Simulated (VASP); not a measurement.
# SnTe (P1) in VASP: further runs, part 3 of 3

VASP 6.6.1. Earlier steps stand in the parts before.

**6. Single point, LDA**

INCAR reads:

```
SYSTEM = SnTe
  PREC = Accurate
  ENCUT = 500
  EDIFF = 1E-6
  ISMEAR = 0
  SIGMA = 0.01
  LREAL = .FALSE.
  LASPH = .TRUE.
  NELM = 120
  ALGO = Normal
  ISIF = 2
  LWAVE = .FALSE.
  LCHARG = .TRUE.
  LELF = .TRUE.
  LVHAR = .TRUE.
  NBANDS = 17
  GGA_COMPAT = .FALSE.
```

KPOINTS reads:

```
Automatic mesh
0
G
  4 4 4
  0 0 0
```

POSCAR reads:

```
SnTe
1.0
    0.0000000000      3.6111500000      3.6111500000
    3.6111500000      0.0000000000      3.6111500000
    3.6111500000      3.6111500000      0.0000000000
Sn Te
1 1
Direct
    0.9895707991      0.9946392009      0.9818107991
    0.7376400000      0.7609500000      0.7361200000
```

Potentials or basis: VASP PAW LDA potentials, release 64 (Sn_d, Te).

The run is started by

```console
> cat potpaw_LDA.64/Sn_d/POTCAR potpaw_LDA.64/Te/POTCAR > POTCAR
> mpirun -np 1 vasp_std > vasp.out
```

OUTCAR:

```text
SYSTEM = SnTe
   PREC = Accurate
   ENCUT = 500
   EDIFF = 1E-6
   ISMEAR = 0
   LREAL = .FALSE.
   LASPH = .TRUE.
   NELM = 120
   ISIF = 2

 ion  position               nearest neighbor table
   1  0.990  0.995  0.982-   2 3.05   2 3.12   2 3.15   2 3.20
   2  0.738  0.761  0.736-   1 3.05   1 3.12   1 3.15   1 3.20

  LATTYP: Found a face centered cubic cell.
 ALAT       =     7.2223000000

  Lattice vectors:

 A1 = (   0.0000000000,   3.6111500000,   3.6111500000)
 A2 = (   3.6111500000,   0.0000000000,   3.6111500000)
 A3 = (   3.6111500000,   3.6111500000,   0.0000000000)

[... 649 lines left out ...]
      6      -8.0227      2.00000
[... 9 lines left out ...]
     16      10.0076      0.00000
     17      10.8376      0.00000

 [... further k-points ...]
[... 5 lines left out ...]
  --------------------------------------------------------------------------------------
  -------------------------------------------------------------------------------------
  Total       -1.3304827     -1.3827262     -1.3345025      0.1303395      0.1861160      0.0218979
  in kB      -22.6335787    -23.5223214    -22.7019627      2.2172772      3.1661227      0.3725181
  external PRESSURE =     -22.9526210 kB  Pullay stress =       0.0000000 kB

 VOLUME and BASIS-vectors are now :
 -----------------------------------------------------------------------------
  energy-cutoff  :      500.00
  volume of cell :       94.18
      direct lattice vectors                 reciprocal lattice vectors
     0.000000000  3.611150000  3.611150000    -0.138460047  0.138460047  0.138460047
     3.611150000  0.000000000  3.611150000     0.138460047 -0.138460047  0.138460047
     3.611150000  3.611150000  0.000000000     0.138460047  0.138460047 -0.138460047

 POSITION                                       TOTAL-FORCE (eV/Angst)
 -----------------------------------------------------------------------------------
      7.13726      7.11895      7.16528         0.168617      0.035420      0.118481
      5.40614      5.32197      5.41163        -0.168617     -0.035420     -0.118481
 -----------------------------------------------------------------------------------
    total drift:                               -0.000094      0.000334      0.000256

  FREE ENERGIE OF THE ION-ELECTRON SYSTEM (eV)
  ---------------------------------------------------
  free  energy   TOTEN  =        -7.9959632622 eV

  energy  without entropy=       -7.9956186728  energy(sigma->0) =       -7.99579097
```

OSZICAR:

```text
N       E                     dE             d eps       ncg     rms          rms(c)
DAV:   1     0.120837446631E+03    0.12084E+03   -0.89153E+03  1227   0.118E+03
DAV:   2     0.422623549416E+01   -0.11661E+03   -0.11376E+03  1323   0.288E+02
DAV:   3    -0.776443484041E+01   -0.11991E+02   -0.11851E+02  1547   0.911E+01
DAV:   4    -0.813932114390E+01   -0.37489E+00   -0.37465E+00  1456   0.168E+01
DAV:   5    -0.815474680681E+01   -0.15426E-01   -0.15425E-01  1775   0.321E+00    0.429E+00
DAV:   6    -0.800637726491E+01    0.14837E+00   -0.38597E-01  1603   0.294E+00    0.282E+00
DAV:   7    -0.799865720600E+01    0.77201E-02   -0.69355E-02  1364   0.991E-01    0.123E+00
DAV:   8    -0.800052089799E+01   -0.18637E-02   -0.38941E-02  1462   0.975E-01    0.352E-01
DAV:   9    -0.799581744258E+01    0.47035E-02   -0.16875E-02  1465   0.619E-01    0.777E-02
DAV:  10    -0.799593487620E+01   -0.11743E-03   -0.82678E-04  1446   0.158E-01    0.103E-01
DAV:  11    -0.799596698691E+01   -0.32111E-04   -0.63858E-05  1299   0.575E-02    0.222E-02
DAV:  12    -0.799596198577E+01    0.50011E-05   -0.27020E-05  1551   0.304E-02    0.577E-03
DAV:  13    -0.799596313831E+01   -0.11525E-05   -0.32515E-06  1332   0.111E-02    0.839E-03
DAV:  14    -0.799596326224E+01   -0.12394E-06   -0.35047E-07   993   0.395E-03
   1 F= -.79959633E+01 E0= -.79957910E+01  d E =-.344589E-03
```

Run time: 32 s. Hardware: 1 thread of Intel Xeon Platinum 8488C (Sapphire Rapids), shared host; peak memory 0.22 GiB.

Results:

| Property | Result |
| --- | --- |
| Free energy | -7.9960 eV |
| Pressure | -2.3 GPa |
| Largest force | 0.209 eV/Å |

Forces in eV/Å, atoms in the order of the input:
```
Sn   0.169  0.035  0.118
Te  -0.169 -0.035 -0.118
```

Levels at points of the mesh, in eV from the Fermi level:
```csv
k point,band 7,band 8,band 9,band 10,band 11,band 12,band 13,band 14
"(0.00, 0.00, 0.00)",-5.30,-2.13,-1.91,-1.76,0.82,0.93,1.13,3.87
"(0.50, 0.00, 0.00)",-7.09,-2.61,-2.31,-2.09,1.52,2.00,3.30,5.45
"(0.00, 0.50, 0.00)",-6.92,-2.60,-2.40,-2.23,1.56,1.89,3.20,5.43
"(0.00, 0.00, 0.50)",-7.03,-2.62,-2.33,-2.14,1.51,1.99,3.26,5.44
"(0.50, 0.50, 0.50)",-7.24,-2.50,-2.36,-1.97,1.67,1.92,3.41,5.49
"(0.50, 0.50, 0.00)",-7.43,-3.18,-3.07,-0.75,0.01,3.73,3.89,5.25
"(0.00, 0.50, 0.50)",-7.42,-3.21,-3.05,-0.76,0.03,3.70,3.93,5.24
"(0.50, 0.00, 0.50)",-7.44,-3.12,-3.12,-0.73,0.00,3.79,3.83,5.26
```

Caveat: the k points lie up to 0.38 Å⁻¹ apart; spin-orbit coupling is left out, which moves the levels of the heavy elements.

**7. Single point, LDA**

This run uses another cell than the first one, of 47.33 Å³/atom, 1.005 times its volume.

INCAR reads:

```
SYSTEM = SnTe
  PREC = Accurate
  ENCUT = 500
  EDIFF = 1E-6
  ISMEAR = 0
  SIGMA = 0.01
  LREAL = .False.
  LASPH = .True.
  NELM = 120
  ALGO = Normal
  ISIF = 2
  LWAVE = .False.
  LCHARG = .False.
  NBANDS = 17
  GGA_COMPAT = .False.
```

KPOINTS reads:

```
regular mesh
0
Gamma
  4 4 4
  0 0 0
```

POSCAR reads:

```
SnTe
1.0
    0.0000000000      3.6171585801      3.6171585801
    3.6171585801      0.0000000000      3.6171585801
    3.6171585801      3.6171585801      0.0000000000
Sn Te
1 1
Direct
    0.9923400000      0.9918700000      0.9845800000
    0.7376400000      0.7609500000      0.7361200000
```

The run is started by

```console
> cat potpaw_LDA.64/Sn_d/POTCAR potpaw_LDA.64/Te/POTCAR > POTCAR
> mpirun -np 1 vasp_std > vasp.out
```

Wall time 29 s (1 thread of Intel Xeon Platinum 8488C (Sapphire Rapids), shared host); peak memory 0.22 GiB.

The run converged. Its results:

* Free energy: -7.9894 eV
* Pressure: -2.3 GPa
* Largest force: 0.198 eV/Å
* Band gap on the k mesh: 0.01 eV, indirect (least direct gap 0.73 eV)

Forces in eV/Å, atoms in the order of the input:
```
Sn   0.163 -0.013  0.112
Te  -0.163  0.013 -0.112
```

Stress tensor (GPa, compression positive):
```
-2.33  0.21 -0.04
 0.21 -2.38  0.31
-0.04  0.31 -2.33
```

Levels at points of the mesh, in eV from the valence-band top:
| k point | band 8 | band 9 | band 10 | band 11 | band 12 | band 13 |
| --- | --- | --- | --- | --- | --- | --- |
| (0.00, 0.00, 0.00) | -2.08 | -1.92 | -1.72 | 0.82 | 0.98 | 1.13 |
| (0.50, 0.00, 0.00) | -2.57 | -2.28 | -2.06 | 1.54 | 2.01 | 3.31 |
| (0.00, 0.50, 0.00) | -2.56 | -2.40 | -2.23 | 1.60 | 1.85 | 3.18 |
| (0.00, 0.00, 0.50) | -2.59 | -2.29 | -2.10 | 1.52 | 2.01 | 3.27 |
| (0.50, 0.50, 0.50) | -2.51 | -2.31 | -1.97 | 1.64 | 1.96 | 3.38 |
| (0.50, 0.50, 0.00) | -3.15 | -3.04 | -0.73 | 0.03 | 3.73 | 3.88 |
| (0.00, 0.50, 0.50) | -3.18 | -3.02 | -0.75 | 0.05 | 3.69 | 3.92 |
| (0.50, 0.00, 0.50) | -3.11 | -3.07 | -0.72 | 0.01 | 3.79 | 3.82 |

Caveat: spin-orbit coupling is left out, which moves the levels of the heavy elements. A k mesh can miss the band edges.
